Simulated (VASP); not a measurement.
Write the native input for VASP 6.6.1 that does the following.

* Task: single point
* Functional: LDA
* Potentials or basis: VASP PAW LDA potentials, release 64 (Ge_d)
* Cutoff: 520 eV
* k mesh: 12 × 12 × 1
* Occupations: gaussian, width 0.1 eV
* Spin: no spin polarisation
* Dipole correction: yes
* Further INCAR settings: ALGO = Normal; EDIFF = 1e-06; NBANDS = 21

The structure of Ge lies in POSCAR:

```
Ge
1.0
    3.9580000000      0.0000000000      0.0000000000
   -1.9790000000      3.4277285482      0.0000000000
    0.0000000000      0.0000000000     28.0000000000
Ge
2
Direct
    0.3333333333      0.6666666667      0.5178571429
    0.6666666667      0.3333333333      0.4821428571
```

These files were run (other wordings do the same):

INCAR

```
SYSTEM = Ge
PREC = Accurate
ENCUT = 520
EDIFF = 1E-6
ISMEAR = 0
SIGMA = 0.1
LREAL = .FALSE.
LASPH = .TRUE.
NELM = 80
ALGO = Normal
ISIF = 2
LWAVE = .FALSE.
LCHARG = .FALSE.
LDIPOL = .TRUE.
IDIPOL = 3
DIPOL = 0.5 0.5 0.500
NBANDS = 21
```

KPOINTS

```
Automatic mesh
0
G
  12 12 1
  0 0 0
```

Potentials or basis: VASP PAW LDA potentials, release 64 (Ge_d).

Run with:

```sh
$ cat potpaw_LDA.64/Ge_d/POTCAR > POTCAR
$ mpirun -np 1 vasp_std > vasp.out
```

Results of the run:

- Largest force: 1.408 eV/Å
- Band gap on the k mesh: zero (band 14 reaches -3.13 eV, above the bottom of band 15 at -3.81 eV)

Run time: 3.7 min on 1 thread of Intel(R) Xeon(R) Platinum 8375C CPU @ 2.90GHz (Ice Lake), with other jobs on the host, peak memory 0.4 GiB.
